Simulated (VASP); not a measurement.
Write the native input for VASP 6.6.1 that does the following.

| Quantity | Value |
| --- | --- |
| Task | single point |
| Functional | PBEsol |
| Potentials or basis | VASP PAW PBE potentials, release 64 (Al) |
| Cutoff | 520 eV |
| k mesh | 10 × 10 × 10 |
| Occupations | gaussian, width 0.15 eV |
| Spin | no spin polarisation |
| Dipole correction | no |
| Further INCAR settings | ALGO = Fast; EDIFF = 1e-07; NBANDS = 22 |

The structure of Al lies in POSCAR:

```
Al
1.0
    3.2126361663      3.2126361663      3.2126361663
   -3.2126361663     -3.2126361663      3.2126361663
    3.2126361663     -3.2126361663     -3.2126361663
Al
8
Direct
    0.0000000000      0.5000000000      0.5000000000
    0.0000000000      0.0000000000      0.5000000000
    0.0000000000      0.5000000000      0.0000000000
    0.0000000000      0.0000000000      0.0000000000
    0.5000000000      0.5000000000      0.5000000000
    0.5000000000      0.0000000000      0.5000000000
    0.5000000000      0.5000000000      0.0000000000
    0.5000000000      0.0000000000      0.0000000000
```

One way to write it, as run:

INCAR

```
SYSTEM = Al
PREC = Accurate
ENCUT = 520
EDIFF = 1E-7
ISMEAR = 0
SIGMA = 0.15
LREAL = .FALSE.
LASPH = .TRUE.
NELM = 80
ALGO = Fast
ISIF = 2
LWAVE = .FALSE.
LCHARG = .FALSE.
GGA = PS
NBANDS = 22
```

KPOINTS

```
regular mesh
0
G
  10 10 10
  0 0 0
```

Potentials or basis: VASP PAW PBE potentials, release 64 (Al).

Launch:

```console
$ cat potpaw_PBE.64/Al/POTCAR > POTCAR
$ mpirun -np 1 vasp_std > vasp.out
```

It gave:

```yaml
Pressure: 0.1 GPa
Band_gap_on_the_k_mesh: zero (band 12 reaches 9.14 eV, above the bottom of band 13 at 4.05 eV)
```

Caveat: the PAW data sets were made with another functional, which shifts forces and pressure a little.

It took 2.8 min on 1 thread of Intel Xeon 6975P-C (shared host), peak memory 0.29 GiB.
